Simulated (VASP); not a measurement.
# In (Fd-3m) in VASP: a series of runs

In is run at these levels: PBE; tasks: single point.

Everything below comes from runs of VASP 6.6.1. Logs are shortened: lines on timing, memory, paths and dates and some standing lists are left out, and cuts for length are marked.

## 1. The cell of the first run

It takes space group Fd-3m (No. 227, cubic). The conventional cell has a = 6.386 Å, b = 6.386 Å, c = 6.386 Å, α = 90.00°, β = 90.00°, γ = 90.00°. Within 3.6 Å of In (site symmetry -43m) lie 4 In at 2.77 Å.

## 2. Single point, PBE (volume scaled by 0.85)

INCAR

```
ALGO = Normal
EDIFF = 1E-6
ENCUT = 520
GGA = PE
ISIF = 2
ISMEAR = -1
LASPH = T
LCHARG = F
LREAL = F
LWAVE = F
NBANDS = 20
NELM = 60
PREC = Accurate
SIGMA = 0.1
```

KPOINTS

```
k-points
0
Gamma
  11 11 11
```

POSCAR

```
In
1.0
    0.0000000000      3.1931808890      3.1931808890
    3.1931808890      0.0000000000      3.1931808890
    3.1931808890      3.1931808890      0.0000000000
In
2
Direct
   -0.1250000000     -0.1250000000     -0.1250000000
    0.1250000000      0.1250000000      0.1250000000
```

Potentials or basis: VASP PAW PBE potentials, release 64 (In_d).

Started as:

```sh
cat potpaw_PBE.64/In_d/POTCAR > POTCAR
mpirun -np 1 vasp_std > vasp.out
```

OUTCAR:

```text
EDIFF = 1E-6
   ENCUT = 520
   GGA = PE
   ISIF = 2
   ISMEAR = -1
   LASPH = T
   LREAL = F
   NELM = 60
   PREC = Accurate

 ion  position               nearest neighbor table
   1  0.875  0.875  0.875-   2 2.77   2 2.77   2 2.77   2 2.77
   2  0.125  0.125  0.125-   1 2.77   1 2.77   1 2.77   1 2.77

  LATTYP: Found a face centered cubic cell.
 ALAT       =     6.3863617780

  Lattice vectors:

 A1 = (   0.0000000000,   3.1931808890,   3.1931808890)
 A2 = (   3.1931808890,   0.0000000000,   3.1931808890)
 A3 = (   3.1931808890,   3.1931808890,   0.0000000000)

Analysis of symmetry for initial positions (statically):
=====================================================================
 Subroutine PRICEL returns:
 Original cell was already a primitive cell.

 Routine SETGRP: Setting up the symmetry group for a
 face centered cubic supercell.

 Subroutine GETGRP returns: Found 48 space group operations
 (whereof 12 operations were pure point group operations)
 out of a pool of 48 trial point group operations.

The static configuration has the point symmetry D_3d.
 The point group associated with its full space group is O_h .

Analysis of symmetry for dynamics (positions and initial velocities):
=====================================================================
 Subroutine PRICEL returns:
 Original cell was already a primitive cell.

 Routine SETGRP: Setting up the symmetry group for a
 face centered cubic supercell.

 Subroutine GETGRP returns: Found 48 space group operations
 (whereof 12 operations were pure point group operations)
 out of a pool of 48 trial point group operations.

The dynamic configuration has the point symmetry D_3d.
 The point group associated with its full space group is O_h .

 Subroutine INISYM returns: Found 48 space group operations
 (whereof 12 operations are pure point group operations),
 and found     1 'primitive' translations

----------------------------------------------------------------------------------------

                                     Primitive cell

  volume of cell :      65.1179

  direct lattice vectors                    reciprocal lattice vectors
     0.000000000  3.193180889  3.193180889    -0.156583675  0.156583675  0.156583675
     3.193180889  0.000000000  3.193180889     0.156583675 -0.156583675  0.156583675
     3.193180889  3.193180889  0.000000000     0.156583675  0.156583675 -0.156583675

  length of vectors
     4.515839720  4.515839720  4.515839720     0.271210882  0.271210882  0.271210882

  position of ions in fractional coordinates (direct lattice)
     0.875000000  0.875000000  0.875000000
     0.125000000  0.125000000  0.125000000

  ion indices of the primitive-cell ions
   primitive index   ion index
                 1           1
                 2           2

----------------------------------------------------------------------------------------

 KPOINTS: k-points

Automatic generation of k-mesh.
 Grid dimensions read from file:
 generate k-points for:   11   11   11

 Generating k-lattice:

  Cartesian coordinates                     Fractional coordinates (reciprocal lattice)
    -0.014234880  0.014234880  0.014234880     0.090909091  0.000000000  0.000000000
     0.014234880 -0.014234880  0.014234880     0.000000000  0.090909091  0.000000000
     0.014234880  0.014234880 -0.014234880     0.000000000  0.000000000  0.090909091

  Length of vectors
     0.024655535  0.024655535  0.024655535

  Shift w.r.t. Gamma in fractional coordinates (k-lattice)
     0.000000000  0.000000000  0.000000000

 Subroutine IBZKPT returns following result:
 ===========================================

 Found     56 irreducible k-points:

 Following reciprocal coordinates:
            Coordinates               Weight
  0.000000  0.000000  0.000000      1.000000
  0.090909  0.000000  0.000000      8.000000
  0.181818  0.000000  0.000000      8.000000
  0.272727  0.000000  0.000000      8.000000
  0.363636  0.000000  0.000000      8.000000
  0.454545  0.000000  0.000000      8.000000
[... 16 lines left out ...]
 -0.272727  0.181818  0.000000     24.000000
 -0.181818  0.181818  0.000000     12.000000
 [... further k-points ...]
   k-points           NKPTS =     56   k-points in BZ     NKDIM =     56   number of bands    NBANDS=     20
   number of dos      NEDOS =    301   number of ions     NIONS =      2
   total plane-waves  NPLWV =  46656
   dimension x,y,z NGX =    36 NGY =   36 NGZ =   36
   dimension x,y,z NGXF=    72 NGYF=   72 NGZF=   72
   ions per type =               2
   NGX,Y,Z   is equivalent  to a cutoff of  13.25, 13.25, 13.25 a.u.
   NGXF,Y,Z  is equivalent  to a cutoff of  26.51, 26.51, 26.51 a.u.
 SYSTEM =  unknown system
   PREC   = accura    normal or accurate (medium, high low for compatibility)
   ISTART =      0    job   : 0-new  1-cont  2-samecut
   ICHARG =      2    charge: 1-file 2-atom 10-const
   ISPIN  =      1    spin polarized calculation?
   LNONCOLLINEAR =      F non collinear calculations
   LSORBIT =      F    spin-orbit coupling
   LASPH  =      T    aspherical Exc in radial PAW
   ENCUT  =  520.0 eV  38.22 Ry    6.18 a.u.   8.40  8.40  8.40*2*pi/ulx,y,z
   NELM   =     60;   NELMIN=  2; NELMDL= -5     # of ELM steps
   EDIFF  = 0.1E-05   stopping-criterion for ELM
   LREAL  =      F    real-space projection
   EDIFFG = 0.1E-04   stopping-criterion for IOM
   NSW    =      0    number of steps for IOM
   IBRION =     -1    ionic relax: 0-MD 1-quasi-New 2-CG
   NFREE  =      0    steps in history (QN), initial steepest desc. (CG)
   ISIF   =      2    stress and relaxation
   ISYM   =      2    0-nonsym 1-usesym 2-fastsym
   POTIM  = 0.5000    time-step for ionic-motion
   TEBEG  =    0.0;   TEEND  =   0.0 temperature during run
   PSTRESS=    0.0 pullay stress
   NELECT =      26.0000    total number of electrons
   NUPDOWN=      -1.0000    fix difference up-down
   EMIN   =  10.00;   EMAX   =-10.00  energy-range for DOS
   EFERMI =   0.00;   METHOD = LEGACY
   ISMEAR =    -1;   SIGMA  =   0.10  broadening in eV -4-tet -1-fermi 0-gaus
   EFERMI_NEDOS =   21; number of points for ismear=-14 and -15
   IALGO  =     38    algorithm
   IMIX   =      4    mixing-type and parameters
     AMIX     =   0.40;   BMIX     =  1.00
     AMIX_MAG =   1.60;   BMIX_MAG =  1.00
  volume/ion in A,a.u.               =      32.56       219.72
  Fermi-wavevector in a.u.,A,eV,Ry     =   1.205496  2.278057 19.772265  1.453221
  Thomas-Fermi vector in A             =   2.341191
   LORBIT       =      0    0 simple, 1 ext, 2 COOP (PROOUT), +10 PAW based schemes
   GGA     = PE    functional components
   LHFCALC =     F    Hartree Fock is set to
   AEXX    =    0.0000 exact exchange contribution
   IVDW    =     0    specifies the selected vdW correction
   LEPSILON=     F    determine dielectric tensor
   LRPA    =     F    only Hartree local field effects (RPA)
 non-spin polarized calculation
  energy-cutoff  :      520.00
  volume of cell :       65.12
 maximum number of plane-waves:      1807
 NGX is ok and might be reduce to    36
   NGX = 17   NGY = 17   NGZ = 17

 number of electron      26.0000009 magnetization

 Free energy of the ion-electron system (eV)
  ---------------------------------------------------
  ext. energy  EPLUGINS =         0.00000000
  ---------------------------------------------------
  free energy    TOTEN  =        -4.31293583 eV

  energy without entropy =       -4.26726954  energy(sigma->0) =       -4.29010268

 E-fermi :   4.8525     XC(G=0):  -8.9594

 val. band max:        4.8506533889   @ k =   0.3636   0.1818   0.0909
 cond. band min:       4.8609839360   @ k =  -0.3636   0.3636   0.0000
 fundamental gap:      0.0103305471
 Fermi energy:         4.8525429900

 k-point     1 :       0.0000    0.0000    0.0000
  band No.  band energies     occupation
      1      -9.9358      2.00000
      2      -9.9358      2.00000
      3      -9.9358      2.00000
      4      -9.8556      2.00000
      5      -9.8556      2.00000
      6      -9.3003      2.00000
[... 12 lines left out ...]
     19      11.2826      0.00000
     20      14.3452      0.00000

 k-point     2 :       0.0909    0.0000    0.0000
  band No.  band energies     occupation
      1      -9.9504      2.00000
      2      -9.9504      2.00000
      3      -9.9332      2.00000
      4      -9.8355      2.00000
      5      -9.8355      2.00000
      6      -9.3123      2.00000
[... 12 lines left out ...]
     19      11.8591      0.00000
     20      13.7328      0.00000

 k-point     3 :       0.1818    0.0000    0.0000
  band No.  band energies     occupation
      1      -9.9722      2.00000
      2      -9.9722      2.00000
      3      -9.9261      2.00000
      4      -9.8000      2.00000
      5      -9.8000      2.00000
      6      -9.3347      2.00000
[... 12 lines left out ...]
     19      12.5590      0.00000
     20      13.3129      0.00000

 k-point     4 :       0.2727    0.0000    0.0000
  band No.  band energies     occupation
      1      -9.9868      2.00000
      2      -9.9868      2.00000
      3      -9.9168      2.00000
      4      -9.7703      2.00000
      5      -9.7703      2.00000
      6      -9.3521      2.00000
[... 12 lines left out ...]
     19      12.5002      0.00000
     20      13.5155      0.00000

 k-point     5 :       0.3636    0.0000    0.0000
  band No.  band energies     occupation
      1      -9.9934      2.00000
      2      -9.9934      2.00000
      3      -9.9082      2.00000
      4      -9.7535      2.00000
      5      -9.7535      2.00000
      6      -9.3593      2.00000
[... 12 lines left out ...]
     19      13.8274      0.00000
     20      14.3129      0.00000

 k-point     6 :       0.4545    0.0000    0.0000
  band No.  band energies     occupation
      1      -9.9950      2.00000
      2      -9.9950      2.00000
      3      -9.9031      2.00000
      4      -9.7477      2.00000
      5      -9.7477      2.00000
      6      -9.3692      2.00000
[... 12 lines left out ...]
     19      15.2230      0.00000
     20      15.3233      0.00000

 k-point     7 :       0.0909    0.0909    0.0000
  band No.  band energies     occupation
      1      -9.9557      2.00000
      2      -9.9431      2.00000
      3      -9.9431      2.00000
      4      -9.8423      2.00000
      5      -9.8148      2.00000
      6      -9.3541      2.00000
[... 12 lines left out ...]
     19      11.9873      0.00000
     20      12.9183      0.00000
[... 277 lines left out ...]
 k-point    20 :       0.4545    0.1818    0.0000
  band No.  band energies     occupation
      1     -10.0399      2.00000
      2      -9.9996      2.00000
      3      -9.8772      2.00000
      4      -9.7131      2.00000
      5      -9.6648      2.00000
      6      -9.5185      2.00000
[... 12 lines left out ...]
     19      13.9990      0.00000
     20      16.0176      0.00000

 k-point    21 :      -0.4545    0.1818    0.0000
  band No.  band energies     occupation
      1     -10.0466      2.00000
      2     -10.0097      2.00000
      3      -9.8499      2.00000
      4      -9.6884      2.00000
      5      -9.6878      2.00000
      6      -9.4875      2.00000
[... 12 lines left out ...]
     19      14.0215      0.00000
     20      15.1430      0.00000

 k-point    22 :      -0.3636    0.1818    0.0000
  band No.  band energies     occupation
      1     -10.0409      2.00000
      2     -10.0171      2.00000
      3      -9.8401      2.00000
      4      -9.7237      2.00000
      5      -9.6740      2.00000
      6      -9.4457      2.00000
[... 12 lines left out ...]
     19      13.9126      0.00000
     20      13.9445      0.00000

 k-point    23 :      -0.2727    0.1818    0.0000
  band No.  band energies     occupation
      1     -10.0233      2.00000
      2     -10.0185      2.00000
      3      -9.8556      2.00000
      4      -9.7557      2.00000
      5      -9.6824      2.00000
      6      -9.4411      2.00000
[... 12 lines left out ...]
     19      12.9590      0.00000
     20      14.2816      0.00000

 k-point    24 :      -0.1818    0.1818    0.0000
  band No.  band energies     occupation
      1     -10.0110      2.00000
      2      -9.9971      2.00000
      3      -9.8898      2.00000
      4      -9.7776      2.00000
      5      -9.7161      2.00000
      6      -9.4176      2.00000
[... 12 lines left out ...]
     19      12.5849      0.00000
     20      14.2420      0.00000

 [... further k-points ...]
[... 5 lines left out ...]
  --------------------------------------------------------------------------------------
  -------------------------------------------------------------------------------------
  Total        2.1259388      2.1259388      2.1259388      0.0000000      0.0000000     -0.0000000
  in kB       52.3071157     52.3071157     52.3071157      0.0000000      0.0000000     -0.0000000
  external PRESSURE =      52.3071157 kB  Pullay stress =       0.0000000 kB

 VOLUME and BASIS-vectors are now :
 -----------------------------------------------------------------------------
  energy-cutoff  :      520.00
  volume of cell :       65.12
      direct lattice vectors                 reciprocal lattice vectors
     0.000000000  3.193180889  3.193180889    -0.156583675  0.156583675  0.156583675
     3.193180889  0.000000000  3.193180889     0.156583675 -0.156583675  0.156583675
     3.193180889  3.193180889  0.000000000     0.156583675  0.156583675 -0.156583675

 POSITION                                       TOTAL-FORCE (eV/Angst)
 -----------------------------------------------------------------------------------
      5.58807      5.58807      5.58807        -0.000000     -0.000000     -0.000000
      0.79830      0.79830      0.79830         0.000000      0.000000      0.000000
 -----------------------------------------------------------------------------------
    total drift:                                0.000000      0.000000      0.000000

  FREE ENERGIE OF THE ION-ELECTRON SYSTEM (eV)
  ---------------------------------------------------
  free  energy   TOTEN  =        -4.3129358317 eV

  energy  without entropy=       -4.2672695370  energy(sigma->0) =       -4.29010268
```

It took 2 min on 1 thread of AMD EPYC 7R43 (Zen 3), shared host; peak memory 0.18 GiB.

Results:

```yaml
Free_energy: -4.3129 eV
Pressure: 5.2 GPa
Band_gap_on_the_k_mesh: zero (band 13 reaches 7.56 eV, above the bottom of band 14 at 3.87 eV)
```

Levels at points of the mesh, in eV from the Fermi level:
```tsv
k point	band 10	band 11	band 12	band 13	band 14	band 15	band 16	band 17
(0.00, 0.00, 0.00)	-14.07	-8.55	2.71	2.71	2.71	3.32	4.34	4.34
```

Caveat: spin-orbit coupling is left out, which moves the levels of the heavy elements.

(Part 1 of 3 ends here.)
